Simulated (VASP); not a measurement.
# Si2Mo (P6_222) in VASP: further runs

Si2Mo is run at these levels: PBEsol; tasks: single point.

Program: VASP 6.6.1. These are calculated values, not measurements. Logs are shortened: lines on timing, memory, paths and dates and some standing lists are left out, and cuts for length are marked.

### 1 The cell of the first run

It takes space group P6_222 (No. 180, hexagonal). The conventional cell has a = 4.585 Å, b = 4.585 Å, c = 6.580 Å, α = 90.00°, β = 90.00°, γ = 120.00°. Si (site symmetry 2) has 9 Si at 2.55 to 3.20 Å and 5 Mo at 2.57 to 2.67 Å within 3.4 Å. Mo (site symmetry 222) has 10 Si at 2.57 to 2.67 Å and 4 Mo at 3.17 Å within 3.4 Å.

### 2 Single point, PBEsol

Input file INCAR:

```
ALGO = Normal ; EDIFF = 1E-7
ENCUT = 520 ; GGA = PS
ISIF = 2 ; ISMEAR = 0
LASPH = T ; LCHARG = F
LREAL = F ; LWAVE = F
NBANDS = 43 ; NELM = 60
PREC = Accurate ; SIGMA = 0.1
```

Input file KPOINTS:

```
k-points
0
Gamma
  6 6 4
```

Input file POSCAR:

```
Si2Mo
1.0
    4.5854715599      0.0000000000      0.0000000000
   -2.2927357800      3.9711348592      0.0000000000
    0.0000000000      0.0000000000      6.5797601000
Si Mo
6 3
Direct
    0.1638729800      0.8361270200      0.8333333300
    0.3277459600      0.1638729800      0.1666666700
    0.8361270200      0.6722540400      0.5000000000
    0.8361270200      0.1638729800      0.8333333300
    0.6722540400      0.8361270200      0.1666666700
    0.1638729800      0.3277459600      0.5000000000
    0.5000000000      0.0000000000      0.5000000000
    0.0000000000      0.5000000000      0.1666666700
    0.5000000000      0.5000000000      0.8333333300
```

Potentials or basis: VASP PAW PBE potentials, release 64 (Si, Mo_sv).

Run with:

```sh
$ cat potpaw_PBE.64/Si/POTCAR potpaw_PBE.64/Mo_sv/POTCAR > POTCAR
$ mpirun -np 1 vasp_std > vasp.out
```

OUTCAR:

```text
EDIFF = 1E-7
   ENCUT = 520
   GGA = PS
   ISIF = 2
   ISMEAR = 0
   LASPH = T
   LREAL = F
   NELM = 60
   PREC = Accurate

 ion  position               nearest neighbor table
   1  0.164  0.836  0.833-   3 2.55   2 2.55   7 2.57   8 2.57   4 2.60   9 2.64   9 2.64   9 2.67
                             4 2.67   4 2.67   6 3.15   5 3.15
   2  0.328  0.164  0.167-   6 2.55   1 2.55   7 2.57   9 2.57   5 2.60   8 2.64   8 2.64   8 2.67
                             5 2.67   5 2.67   3 3.15   4 3.15
   3  0.836  0.672  0.500-   1 2.55   5 2.55   9 2.57   8 2.57   6 2.60   7 2.64   7 2.64   7 2.67
                             6 2.67   6 2.67   2 3.15   4 3.15
   4  0.836  0.164  0.833-   6 2.55   5 2.55   7 2.57   8 2.57   1 2.60   9 2.64   9 2.64   9 2.67
                             1 2.67   1 2.67   3 3.15   2 3.15
   5  0.672  0.836  0.167-   3 2.55   4 2.55   7 2.57   9 2.57   2 2.60   8 2.64   8 2.64   8 2.67
                             2 2.67   2 2.67   6 3.15   1 3.15
   6  0.164  0.328  0.500-   4 2.55   2 2.55   9 2.57   8 2.57   3 2.60   7 2.64   7 2.64   7 2.67
                             3 2.67   3 2.67   5 3.15   1 3.15
   7  0.500  0.000  0.500-   1 2.57   4 2.57   2 2.57   5 2.57   6 2.64   3 2.64   6 2.64   3 2.64
                             6 2.67   3 2.67   8 3.17   8 3.17   9 3.17   9 3.17
   8  0.000  0.500  0.167-   3 2.57   6 2.57   4 2.57   1 2.57   2 2.64   5 2.64   2 2.64   5 2.64
                             5 2.67   2 2.67   7 3.17   7 3.17   9 3.17   9 3.17
   9  0.500  0.500  0.833-   3 2.57   6 2.57   5 2.57   2 2.57   1 2.64   4 2.64   1 2.64   4 2.64
                             1 2.67   4 2.67   7 3.17   7 3.17   8 3.17   8 3.17

  LATTYP: Found a hexagonal cell.
 ALAT       =     4.5854715599
 C/A-ratio  =     1.4349146024

  Lattice vectors:

 A1 = (   4.5854715599,   0.0000000000,   0.0000000000)
 A2 = (  -2.2927357800,   3.9711348592,   0.0000000000)
 A3 = (   0.0000000000,   0.0000000000,   6.5797601000)

Analysis of symmetry for initial positions (statically):
=====================================================================
 Subroutine PRICEL returns:
 Original cell was already a primitive cell.

 Routine SETGRP: Setting up the symmetry group for a
 hexagonal supercell.

 Subroutine GETGRP returns: Found 12 space group operations
 (whereof  4 operations were pure point group operations)
 out of a pool of 24 trial point group operations.

The static configuration has the point symmetry D_2 .
 The point group associated with its full space group is D_6 .

Analysis of symmetry for dynamics (positions and initial velocities):
=====================================================================
 Subroutine PRICEL returns:
 Original cell was already a primitive cell.

 Routine SETGRP: Setting up the symmetry group for a
 hexagonal supercell.

 Subroutine GETGRP returns: Found 12 space group operations
 (whereof  4 operations were pure point group operations)
 out of a pool of 24 trial point group operations.

The dynamic configuration has the point symmetry D_2 .
 The point group associated with its full space group is D_6 .

 Subroutine INISYM returns: Found 12 space group operations
 (whereof  4 operations are pure point group operations),
 and found     1 'primitive' translations

----------------------------------------------------------------------------------------

                                     Primitive cell

  volume of cell :     119.8143

  direct lattice vectors                    reciprocal lattice vectors
     4.585471560  0.000000000  0.000000000     0.218080079  0.125908592  0.000000000
    -2.292735780  3.971134859  0.000000000     0.000000000  0.251817185  0.000000000
     0.000000000  0.000000000  6.579760100     0.000000000  0.000000000  0.151981225

  length of vectors
     4.585471560  4.585471560  6.579760100     0.251817185  0.251817185  0.151981225

  position of ions in fractional coordinates (direct lattice)
     0.163872980  0.836127020  0.833333330
     0.327745960  0.163872980  0.166666670
     0.836127020  0.672254040  0.500000000
     0.836127020  0.163872980  0.833333330
     0.672254040  0.836127020  0.166666670
     0.163872980  0.327745960  0.500000000
     0.500000000  0.000000000  0.500000000
     1.000000000  0.500000000  0.166666670
     0.500000000  0.500000000  0.833333330

  ion indices of the primitive-cell ions
   primitive index   ion index
                 1           1
                 2           2
                 3           3
                 4           4
                 5           5
                 6           6
                 7           7
                 8           8
                 9           9

----------------------------------------------------------------------------------------

 KPOINTS: k-points

Automatic generation of k-mesh.
 Grid dimensions read from file:
 generate k-points for:    6    6    4

 Generating k-lattice:

  Cartesian coordinates                     Fractional coordinates (reciprocal lattice)
     0.036346680  0.020984765  0.000000000     0.166666667  0.000000000  0.000000000
     0.000000000  0.041969531  0.000000000     0.000000000  0.166666667  0.000000000
     0.000000000  0.000000000  0.037995306     0.000000000  0.000000000  0.250000000

  Length of vectors
     0.041969531  0.041969531  0.037995306

  Shift w.r.t. Gamma in fractional coordinates (k-lattice)
     0.000000000  0.000000000  0.000000000

 Subroutine IBZKPT returns following result:
 ===========================================

 Found     21 irreducible k-points:

 Following reciprocal coordinates:
            Coordinates               Weight
  0.000000  0.000000  0.000000      1.000000
  0.166667  0.000000  0.000000      6.000000
  0.333333  0.000000  0.000000      6.000000
  0.500000  0.000000  0.000000      3.000000
  0.166667  0.166667  0.000000      6.000000
  0.333333  0.166667  0.000000     12.000000
[... 13 lines left out ...]
  0.333333  0.166667  0.500000     12.000000
  0.333333  0.333333  0.500000      2.000000
   k-points           NKPTS =     21   k-points in BZ     NKDIM =     21   number of bands    NBANDS=     43
   number of dos      NEDOS =    301   number of ions     NIONS =      9
   total plane-waves  NPLWV =  64800
   dimension x,y,z NGX =    36 NGY =   36 NGZ =   50
   dimension x,y,z NGXF=    72 NGYF=   72 NGZF=  100
   ions per type =               6   3
   NGX,Y,Z   is equivalent  to a cutoff of  13.05, 13.05, 12.63 a.u.
   NGXF,Y,Z  is equivalent  to a cutoff of  26.10, 26.10, 25.27 a.u.
 SYSTEM =  unknown system
   PREC   = accura    normal or accurate (medium, high low for compatibility)
   ISTART =      0    job   : 0-new  1-cont  2-samecut
   ICHARG =      2    charge: 1-file 2-atom 10-const
   ISPIN  =      1    spin polarized calculation?
   LNONCOLLINEAR =      F non collinear calculations
   LSORBIT =      F    spin-orbit coupling
   LASPH  =      T    aspherical Exc in radial PAW
   ENCUT  =  520.0 eV  38.22 Ry    6.18 a.u.   8.53  8.53 12.23*2*pi/ulx,y,z
   NELM   =     60;   NELMIN=  2; NELMDL= -5     # of ELM steps
   EDIFF  = 0.1E-06   stopping-criterion for ELM
   LREAL  =      F    real-space projection
   EDIFFG = 0.1E-05   stopping-criterion for IOM
   NSW    =      0    number of steps for IOM
   IBRION =     -1    ionic relax: 0-MD 1-quasi-New 2-CG
   NFREE  =      0    steps in history (QN), initial steepest desc. (CG)
   ISIF   =      2    stress and relaxation
   ISYM   =      2    0-nonsym 1-usesym 2-fastsym
   POTIM  = 0.5000    time-step for ionic-motion
   TEBEG  =    0.0;   TEEND  =   0.0 temperature during run
   PSTRESS=    0.0 pullay stress
   NELECT =      66.0000    total number of electrons
   NUPDOWN=      -1.0000    fix difference up-down
   EMIN   =  10.00;   EMAX   =-10.00  energy-range for DOS
   EFERMI =   0.00;   METHOD = LEGACY
   ISMEAR =     0;   SIGMA  =   0.10  broadening in eV -4-tet -1-fermi 0-gaus
   EFERMI_NEDOS =   21; number of points for ismear=-14 and -15
   IALGO  =     38    algorithm
   IMIX   =      4    mixing-type and parameters
     AMIX     =   0.40;   BMIX     =  1.00
     AMIX_MAG =   1.60;   BMIX_MAG =  1.00
  volume/ion in A,a.u.               =      13.31        89.84
  Fermi-wavevector in a.u.,A,eV,Ry     =   1.342002  2.536017 24.503685  1.800970
  Thomas-Fermi vector in A             =   2.470191
   LORBIT       =      0    0 simple, 1 ext, 2 COOP (PROOUT), +10 PAW based schemes
   GGA     = PS    functional components
   LHFCALC =     F    Hartree Fock is set to
   AEXX    =    0.0000 exact exchange contribution
   IVDW    =     0    specifies the selected vdW correction
   LEPSILON=     F    determine dielectric tensor
   LRPA    =     F    only Hartree local field effects (RPA)
 non-spin polarized calculation
 Gauss-broadening in eV      SIGMA  =   0.10
  energy-cutoff  :      520.00
  volume of cell :      119.81
 maximum number of plane-waves:      3300
 NGX is ok and might be reduce to    36
   NGX = 17   NGY = 17   NGZ = 25

 number of electron      65.9999996 magnetization

 Free energy of the ion-electron system (eV)
  ---------------------------------------------------
  ext. energy  EPLUGINS =         0.00000000
  ---------------------------------------------------
  free energy    TOTEN  =       -74.98503098 eV

  energy without entropy =      -74.98276346  energy(sigma->0) =      -74.98389722

 E-fermi :  12.8548     XC(G=0): -12.5433

 val. band max:       12.8357667418   @ k =   0.5000   0.0000   0.5000
 cond. band min:      12.8737719870   @ k =   0.5000   0.0000   0.0000
 fundamental gap:      0.0380052452
 Fermi energy:        12.8547688565

 k-point     1 :       0.0000    0.0000    0.0000
  band No.  band energies     occupation
      1     -48.2162      2.00000
      2     -48.1855      2.00000
      3     -48.1855      2.00000
      4     -22.4908      2.00000
      5     -22.4876      2.00000
      6     -22.4876      2.00000
[... 35 lines left out ...]
     42      15.8089      0.00000
     43      16.2847      0.00000
[... 879 lines left out ...]
      3     -48.1905      2.00000
      4     -22.5346      2.00000
      5     -22.5267      2.00000
      6     -22.5267      2.00000
[... 35 lines left out ...]
     42      16.0909      0.00000
     43      16.2894      0.00000

------------------------ aborting loop because EDIFF is reached ----------------------------------------

  FORCE on cell =-STRESS in cart. coord.  units (eV):
  Direction    XX          YY          ZZ          XY          YZ          ZX
  --------------------------------------------------------------------------------------
  -------------------------------------------------------------------------------------
  Total       -0.8342016     -0.8342016     -0.8500834      0.0000000     -0.0000000      0.0000000
  in kB      -11.1550859    -11.1550859    -11.3674592      0.0000000     -0.0000000      0.0000000
  external PRESSURE =     -11.2258770 kB  Pullay stress =       0.0000000 kB

 VOLUME and BASIS-vectors are now :
 -----------------------------------------------------------------------------
  energy-cutoff  :      520.00
  volume of cell :      119.81
      direct lattice vectors                 reciprocal lattice vectors
     4.585471560  0.000000000  0.000000000     0.218080079  0.125908592  0.000000000
    -2.292735780  3.971134859  0.000000000     0.000000000  0.251817185  0.000000000
     0.000000000  0.000000000  6.579760100     0.000000000  0.000000000  0.151981225

 POSITION                                       TOTAL-FORCE (eV/Angst)
 -----------------------------------------------------------------------------------
     -1.16558      3.32037      5.48313         0.033295     -0.019223     -0.000000
      1.12715      0.65076      1.09663         0.033295      0.019223     -0.000000
      2.29274      2.66961      3.28988         0.000000     -0.038446     -0.000000
      3.45832      0.65076      5.48313        -0.033295      0.019223     -0.000000
      1.16558      3.32037      1.09663        -0.033295     -0.019223     -0.000000
     -0.00000      1.30152      3.28988        -0.000000      0.038446     -0.000000
      2.29274      0.00000      3.28988         0.000000      0.000000      0.000000
     -1.14637      1.98557      1.09663         0.000000      0.000000      0.000000
      1.14637      1.98557      5.48313         0.000000      0.000000      0.000000
 -----------------------------------------------------------------------------------
    total drift:                               -0.000000     -0.000000      0.000060

  FREE ENERGIE OF THE ION-ELECTRON SYSTEM (eV)
  ---------------------------------------------------
  free  energy   TOTEN  =       -74.9850309777 eV

  energy  without entropy=      -74.9827634574  energy(sigma->0) =      -74.98389722
```

Wall time 2.4 min (1 thread of Oxide Virtual Turin-like, shared host); peak memory 0.24 GiB.

Results:

```
Free energy            : -74.9850 eV
Pressure               : -1.1 GPa
Largest force          : 0.038 eV/Å
Band gap on the k mesh : 0.04 eV, indirect (least direct gap 0.53 eV)
```

Forces in eV/Å, atoms in the order of the input:
```
Si   0.033 -0.019  0.000
Si   0.033  0.019  0.000
Si   0.000 -0.038  0.000
Si  -0.033  0.019  0.000
Si  -0.033 -0.019  0.000
Si   0.000  0.038  0.000
Mo   0.000  0.000  0.000
Mo   0.000  0.000  0.000
Mo   0.000  0.000  0.000
```

Caveat: the PAW data sets were made with another functional, which shifts forces and pressure a little. A k mesh can miss the band edges.

(Continued in part 2 of 2.)
